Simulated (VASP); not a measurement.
# TaN (Amm2) in VASP: notebook

TaN is run at these levels: PBEsol; tasks: single point.

All numbers are computed with VASP 6.6.1; they aren't measurements. Logs are shortened: lines on timing, memory, paths and dates and some standing lists are left out, and cuts for length are marked.

## 1. The cell of the first run

It takes space group Amm2 (No. 38, orthorhombic). The conventional cell has a = 2.883 Å, b = 2.938 Å, c = 5.178 Å, α = 90.00°, β = 90.00°, γ = 90.00°. Ta (site symmetry mm2) has 6 N at 2.23 to 2.25 Å and 8 Ta at 2.88 to 2.98 Å within 3.0 Å. N (site symmetry mm2) has 6 Ta at 2.23 to 2.25 Å and 8 N at 2.88 to 2.98 Å within 3.0 Å.

## 2. Single point, PBEsol (strain +0.0175 x Voigt [0, 1, 0, 0, 0, 0])

Contents of INCAR:

```
PREC = Accurate
ENCUT = 520
EDIFF = 1E-6
ISMEAR = 0
SIGMA = 0.15
LREAL = F
LASPH = T
NELM = 60
ALGO = Normal
ISIF = 2
LWAVE = F
LCHARG = F
GGA = PS
NBANDS = 15
```

Contents of KPOINTS:

```
Automatic mesh
0
Gamma
  18 18 16
```

Contents of POSCAR:

```
TaN
1.0
    2.9379988584      0.0000000000      0.0000000000
   -1.4689994292      2.5889083265      0.0000000000
    0.0000000000      0.0000000000      2.8830000000
Ta N
1 1
Direct
    0.3333333333      0.6666666667      0.5000000000
    0.0000000000      0.0000000000      0.0000000000
```

Potentials or basis: VASP PAW PBE potentials, release 64 (Ta_pv, N).

Command:

```bash
cat potpaw_PBE.64/Ta_pv/POTCAR potpaw_PBE.64/N/POTCAR > POTCAR
mpirun -np 1 vasp_std > vasp.out
```

OUTCAR:

```text
PREC = Accurate
   ENCUT = 520
   EDIFF = 1E-6
   ISMEAR = 0
   LREAL = F
   LASPH = T
   NELM = 60
   ISIF = 2
   GGA = PS

 ion  position               nearest neighbor table
   1  0.333  0.667  0.500-   2 2.23   2 2.23   2 2.23   2 2.23   2 2.25   2 2.25
   2  0.000  0.000  0.000-   1 2.23   1 2.23   1 2.23   1 2.23   1 2.25   1 2.25

  LATTYP: Found a base centered orthorhombic cell.
 ALAT       =     2.9379988584
 B/A-ratio  =     1.7623616967
 C/A-ratio  =     0.9812801635

  Lattice vectors:

 A1 = (   1.4689994292,  -2.5889083265,   0.0000000000)
 A2 = (   1.4689994292,   2.5889083265,   0.0000000000)
 A3 = (   0.0000000000,   0.0000000000,   2.8830000000)

Analysis of symmetry for initial positions (statically):
=====================================================================
 Subroutine PRICEL returns:
 Original cell was already a primitive cell.

 Routine SETGRP: Setting up the symmetry group for a
 base centered orthorhombic supercell.

 Subroutine GETGRP returns: Found  4 space group operations
 (whereof  4 operations were pure point group operations)
 out of a pool of  8 trial point group operations.

The static configuration has the point symmetry C_2v.

Analysis of symmetry for dynamics (positions and initial velocities):
=====================================================================
 Subroutine PRICEL returns:
 Original cell was already a primitive cell.

 Routine SETGRP: Setting up the symmetry group for a
 base centered orthorhombic supercell.

 Subroutine GETGRP returns: Found  4 space group operations
 (whereof  4 operations were pure point group operations)
 out of a pool of  8 trial point group operations.

The dynamic configuration has the point symmetry C_2v.

 Subroutine INISYM returns: Found  4 space group operations
 (whereof  4 operations are pure point group operations),
 and found     1 'primitive' translations

----------------------------------------------------------------------------------------

                                     Primitive cell

  volume of cell :      21.9287

  direct lattice vectors                    reciprocal lattice vectors
     2.937998858  0.000000000  0.000000000     0.340367729  0.193131597  0.000000000
    -1.468999429  2.588908326  0.000000000     0.000000000  0.386263194  0.000000000
     0.000000000  0.000000000  2.883000000     0.000000000  0.000000000  0.346860909

  length of vectors
     2.937998858  2.976643352  2.883000000     0.391343845  0.386263194  0.346860909

  position of ions in fractional coordinates (direct lattice)
     0.333333333  0.666666667  0.500000000
     0.000000000  0.000000000  0.000000000

  ion indices of the primitive-cell ions
   primitive index   ion index
                 1           1
                 2           2

----------------------------------------------------------------------------------------

 KPOINTS: Automatic mesh

Automatic generation of k-mesh.
 Grid dimensions read from file:
 generate k-points for:   18   18   16

 Generating k-lattice:

  Cartesian coordinates                     Fractional coordinates (reciprocal lattice)
     0.018909318  0.010729533  0.000000000     0.055555556  0.000000000  0.000000000
     0.000000000  0.021459066  0.000000000     0.000000000  0.055555556  0.000000000
     0.000000000  0.000000000  0.021678807     0.000000000  0.000000000  0.062500000

  Length of vectors
     0.021741325  0.021459066  0.021678807

  Shift w.r.t. Gamma in fractional coordinates (k-lattice)
     0.000000000  0.000000000  0.000000000

 Subroutine IBZKPT returns following result:
 ===========================================

 Found    819 irreducible k-points:

 Following reciprocal coordinates:
            Coordinates               Weight
  0.000000  0.000000  0.000000      1.000000
  0.055556 -0.000000  0.000000      4.000000
  0.111111 -0.000000  0.000000      4.000000
  0.166667 -0.000000  0.000000      4.000000
  0.222222 -0.000000  0.000000      4.000000
  0.277778  0.000000  0.000000      4.000000
[... 16 lines left out ...]
 -0.333333  0.055556  0.000000      4.000000
 -0.277778  0.055556  0.000000      4.000000
 [... further k-points ...]
   k-points           NKPTS =    819   k-points in BZ     NKDIM =    819   number of bands    NBANDS=     15
   number of dos      NEDOS =    301   number of ions     NIONS =      2
   total plane-waves  NPLWV =  13824
   dimension x,y,z NGX =    24 NGY =   24 NGZ =   24
   dimension x,y,z NGXF=    48 NGYF=   48 NGZF=   48
   ions per type =               1   1
   NGX,Y,Z   is equivalent  to a cutoff of  13.58, 13.40, 13.84 a.u.
   NGXF,Y,Z  is equivalent  to a cutoff of  27.16, 26.81, 27.68 a.u.
 SYSTEM =  unknown system
   PREC   = accura    normal or accurate (medium, high low for compatibility)
   ISTART =      0    job   : 0-new  1-cont  2-samecut
   ICHARG =      2    charge: 1-file 2-atom 10-const
   ISPIN  =      1    spin polarized calculation?
   LNONCOLLINEAR =      F non collinear calculations
   LSORBIT =      F    spin-orbit coupling
   LASPH  =      T    aspherical Exc in radial PAW
   ENCUT  =  520.0 eV  38.22 Ry    6.18 a.u.   5.46  5.53  5.36*2*pi/ulx,y,z
   NELM   =     60;   NELMIN=  2; NELMDL= -5     # of ELM steps
   EDIFF  = 0.1E-05   stopping-criterion for ELM
   LREAL  =      F    real-space projection
   EDIFFG = 0.1E-04   stopping-criterion for IOM
   NSW    =      0    number of steps for IOM
   IBRION =     -1    ionic relax: 0-MD 1-quasi-New 2-CG
   NFREE  =      0    steps in history (QN), initial steepest desc. (CG)
   ISIF   =      2    stress and relaxation
   ISYM   =      2    0-nonsym 1-usesym 2-fastsym
   POTIM  = 0.5000    time-step for ionic-motion
   TEBEG  =    0.0;   TEEND  =   0.0 temperature during run
   PSTRESS=    0.0 pullay stress
   NELECT =      16.0000    total number of electrons
   NUPDOWN=      -1.0000    fix difference up-down
   EMIN   =  10.00;   EMAX   =-10.00  energy-range for DOS
   EFERMI =   0.00;   METHOD = LEGACY
   ISMEAR =     0;   SIGMA  =   0.15  broadening in eV -4-tet -1-fermi 0-gaus
   EFERMI_NEDOS =   21; number of points for ismear=-14 and -15
   IALGO  =     38    algorithm
   IMIX   =      4    mixing-type and parameters
     AMIX     =   0.40;   BMIX     =  1.00
     AMIX_MAG =   1.60;   BMIX_MAG =  1.00
  volume/ion in A,a.u.               =      10.96        73.99
  Fermi-wavevector in a.u.,A,eV,Ry     =   1.473818  2.785112 29.553751  2.172139
  Thomas-Fermi vector in A             =   2.588665
   LORBIT       =      0    0 simple, 1 ext, 2 COOP (PROOUT), +10 PAW based schemes
   GGA     = PS    functional components
   LHFCALC =     F    Hartree Fock is set to
   AEXX    =    0.0000 exact exchange contribution
   IVDW    =     0    specifies the selected vdW correction
   LEPSILON=     F    determine dielectric tensor
   LRPA    =     F    only Hartree local field effects (RPA)
 non-spin polarized calculation
 Gauss-broadening in eV      SIGMA  =   0.15
  energy-cutoff  :      520.00
  volume of cell :       21.93
 maximum number of plane-waves:       609
 NGX is ok and might be reduce to    24
   NGX = 11   NGY = 11   NGZ = 11

 number of electron      16.0000000 magnetization

 Free energy of the ion-electron system (eV)
  ---------------------------------------------------
  ext. energy  EPLUGINS =         0.00000000
  ---------------------------------------------------
  free energy    TOTEN  =       -23.78092860 eV

  energy without entropy =      -23.78029508  energy(sigma->0) =      -23.78061184

 E-fermi :   7.8897     XC(G=0): -13.4091

 val. band max:        7.8049479421   @ k =   0.0000   0.0000   0.3750
 cond. band min:       7.9212261605   @ k =   0.0556  -0.0000   0.5000
 fundamental gap:      0.1162782185
 Fermi energy:         7.8897480745

 k-point     1 :       0.0000    0.0000    0.0000
  band No.  band energies     occupation
      1     -26.8926      2.00000
      2     -26.6864      2.00000
      3     -26.6483      2.00000
      4      -9.7000      2.00000
      5       3.2484      2.00000
      6       3.4661      2.00000
      7       3.7965      2.00000
      8       5.0787      2.00000
      9       9.9274      0.00000
     10      11.3711      0.00000
     11      11.5910      0.00000
     12      11.7760      0.00000
     13      11.8523      0.00000
     14      20.8221      0.00000
     15      21.2813      0.00000

 k-point     2 :       0.0556   -0.0000    0.0000
  band No.  band energies     occupation
      1     -26.8886      2.00000
      2     -26.7023      2.00000
      3     -26.6711      2.00000
      4      -9.6365      2.00000
      5       3.1613      2.00000
      6       3.3889      2.00000
      7       3.8959      2.00000
      8       4.9868      2.00000
      9      10.1715      0.00000
     10      11.3223      0.00000
     11      11.5059      0.00000
     12      11.7534      0.00000
     13      11.9297      0.00000
     14      20.8133      0.00000
     15      21.2768      0.00000

 k-point     3 :       0.1111   -0.0000    0.0000
  band No.  band energies     occupation
      1     -26.8771      2.00000
      2     -26.7820      2.00000
      3     -26.7018      2.00000
      4      -9.4528      2.00000
      5       2.6933      2.00000
      6       3.4950      2.00000
      7       4.1283      2.00000
      8       4.7372      2.00000
      9      10.7496      0.00000
     10      11.0691      0.00000
     11      11.4797      0.00000
     12      11.6640      0.00000
     13      12.1546      0.00000
     14      20.7868      0.00000
     15      21.2668      0.00000
[... 343 lines left out ...]
 k-point    23 :      -0.3333    0.0556    0.0000
  band No.  band energies     occupation
      1     -27.3341      2.00000
      2     -26.8408      2.00000
      3     -26.8010      2.00000
      4      -8.1991      2.00000
      5       0.5842      2.00000
      6       3.4518      2.00000
      7       4.2106      2.00000
      8       5.0411      2.00000
      9      10.0262      0.00000
     10      10.9874      0.00000
     11      12.2489      0.00000
     12      13.1058      0.00000
     13      13.8043      0.00000
     14      21.0532      0.00000
     15      21.3118      0.00000

 k-point    24 :      -0.2778    0.0556    0.0000
  band No.  band energies     occupation
      1     -27.1757      2.00000
      2     -26.8236      2.00000
      3     -26.8011      2.00000
      4      -8.5827      2.00000
      5       1.1032      2.00000
      6       3.7875      2.00000
      7       4.0362      2.00000
      8       4.9139      2.00000
      9       9.9715      0.00000
     10      11.1848      0.00000
     11      11.9046      0.00000
     12      12.9190      0.00000
     13      13.0762      0.00000
     14      20.9214      0.00000
     15      21.2674      0.00000

 [... further k-points ...]

------------------------ aborting loop because EDIFF is reached ----------------------------------------

  FORCE on cell =-STRESS in cart. coord.  units (eV):
  Direction    XX          YY          ZZ          XY          YZ          ZX
  --------------------------------------------------------------------------------------
  -------------------------------------------------------------------------------------
  Total       -1.0135193     -2.0261881     -0.8935128      0.0000000      0.0000000      0.0000000
  in kB      -74.0507832   -148.0394332    -65.2827447      0.0000000      0.0000000      0.0000000
  external PRESSURE =     -95.7909871 kB  Pullay stress =       0.0000000 kB

 VOLUME and BASIS-vectors are now :
 -----------------------------------------------------------------------------
  energy-cutoff  :      520.00
  volume of cell :       21.93
      direct lattice vectors                 reciprocal lattice vectors
     2.937998858  0.000000000  0.000000000     0.340367729  0.193131597  0.000000000
    -1.468999429  2.588908326  0.000000000     0.000000000  0.386263194  0.000000000
     0.000000000  0.000000000  2.883000000     0.000000000  0.000000000  0.346860909

 POSITION                                       TOTAL-FORCE (eV/Angst)
 -----------------------------------------------------------------------------------
     -0.00000      1.72594      1.44150         0.000000     -0.018924      0.000000
      0.00000      0.00000      0.00000        -0.000000      0.018924      0.000000
 -----------------------------------------------------------------------------------
    total drift:                                0.000000     -0.000037     -0.000000

  FREE ENERGIE OF THE ION-ELECTRON SYSTEM (eV)
  ---------------------------------------------------
  free  energy   TOTEN  =       -23.7809285969 eV

  energy  without entropy=      -23.7802950759  energy(sigma->0) =      -23.78061184
```

It took 4.5 min on 1 thread of Intel Xeon 8259CL, shared host; peak memory 0.38 GiB.

Results:

```yaml
Free_energy: -23.7809 eV
Pressure: -9.6 GPa
Largest_force: 0.019 eV/Å
Band_gap_on_the_k_mesh: zero (bands 8 and 9 overlap by 0.16 eV)
```

Forces in eV/Å, atoms in the order of the input:
```
Ta   0.000 -0.019  0.000
N    0.000  0.019  0.000
```

Stress tensor (GPa, compression positive):
```
 -7.41   0.00   0.00
  0.00 -14.80   0.00
  0.00   0.00  -6.53
```

Caveat: the cell differs from its parent crystal (strain +0.0175 x Voigt [0, 1, 0, 0, 0, 0]); the stress differs along the axes, from -15 to -7 GPa; the PAW data sets were made with another functional, which shifts forces and pressure a little; spin-orbit coupling is left out, which moves the levels of the heavy elements.

## 3. Single point, PBEsol (strain +0.0200 x Voigt [0, 1, 0, 0, 0, 0])

Contents of INCAR:

```
PREC     = Accurate       # precision mode
ENCUT    = 520            # plane-wave cutoff, eV
EDIFF    = 1E-7           # SCF threshold, eV
ISMEAR   = 0              # smearing method
SIGMA    = 0.15           # smearing width, eV
LREAL    = False          # projectors in reciprocal space
LASPH    = True           # aspherical terms in the spheres
NELM     = 80             # most SCF steps
ALGO     = Normal         # electronic algorithm
ISIF     = 2              # what is computed and relaxed
LWAVE    = False          # write WAVECAR
LCHARG   = False          # write CHGCAR
GGA      = PS             # functional
NBANDS   = 15             # bands
```

Contents of KPOINTS:

```
regular mesh
0
Gamma
  18 18 16
```

Contents of POSCAR:

```
TaN
1.0
    2.9379988584      0.0000000000      0.0000000000
   -1.4689994292      2.5952692806      0.0000000000
    0.0000000000      0.0000000000      2.8830000000
Ta N
1 1
Direct
    0.3333333333      0.6666666667      0.5000000000
    0.0000000000      0.0000000000      0.0000000000
```

Potentials or basis: VASP PAW PBE potentials, release 64 (Ta_pv, N).

Command:

```bash
cat potpaw_PBE.64/Ta_pv/POTCAR potpaw_PBE.64/N/POTCAR > POTCAR
mpirun -np 1 vasp_std > vasp.out
```

Run time: 4.3 min. Hardware: 1 thread of Intel Xeon 8259CL, shared host; peak memory 0.37 GiB.

The run converged. Its results:

```
Free energy            : -23.7758 eV
Pressure               : -10.3 GPa
Largest force          : 0.020 eV/Å
Band gap on the k mesh : zero (bands 8 and 9 overlap by 0.13 eV)
```

Forces on the atoms (eV/Å):
```
Ta   0.000 -0.020  0.000
N    0.000  0.020  0.000
```

Stress tensor (GPa, compression positive):
```
 -7.84   0.00   0.00
  0.00 -16.25   0.00
  0.00   0.00  -6.85
```

Levels at points of the mesh, in eV from the Fermi level:
| k point | band 5 | band 6 | band 7 | band 8 | band 9 | band 10 | band 11 | band 12 |
| --- | --- | --- | --- | --- | --- | --- | --- | --- |
| (0.00, 0.00, 0.00) | -4.66 | -4.41 | -4.08 | -2.80 | 2.01 | 3.46 | 3.71 | 3.87 |
| (0.50, 0.00, 0.00) | -8.18 | -4.99 | -3.38 | -3.20 | 2.92 | 3.83 | 5.14 | 5.16 |
| (0.00, 0.50, 0.00) | -8.22 | -4.99 | -3.42 | -3.06 | 3.08 | 3.89 | 5.08 | 5.21 |
| (0.00, 0.00, 0.50) | -9.23 | -3.77 | -3.69 | -0.26 | 0.13 | 2.54 | 3.09 | 3.31 |
| (0.50, 0.00, 0.50) | -7.22 | -6.10 | -5.69 | -0.27 | 4.01 | 5.18 | 6.03 | 6.91 |
| (0.00, 0.50, 0.50) | -7.20 | -6.07 | -5.49 | -0.45 | 4.07 | 5.11 | 5.94 | 6.89 |

Caveat: the cell differs from its parent crystal (strain +0.0200 x Voigt [0, 1, 0, 0, 0, 0]); the stress differs along the axes, from -16 to -7 GPa; the PAW data sets were made with another functional, which shifts forces and pressure a little; spin-orbit coupling is left out, which moves the levels of the heavy elements.

The gap in the log of VASP goes by the Fermi energy; the results here count the filled bands.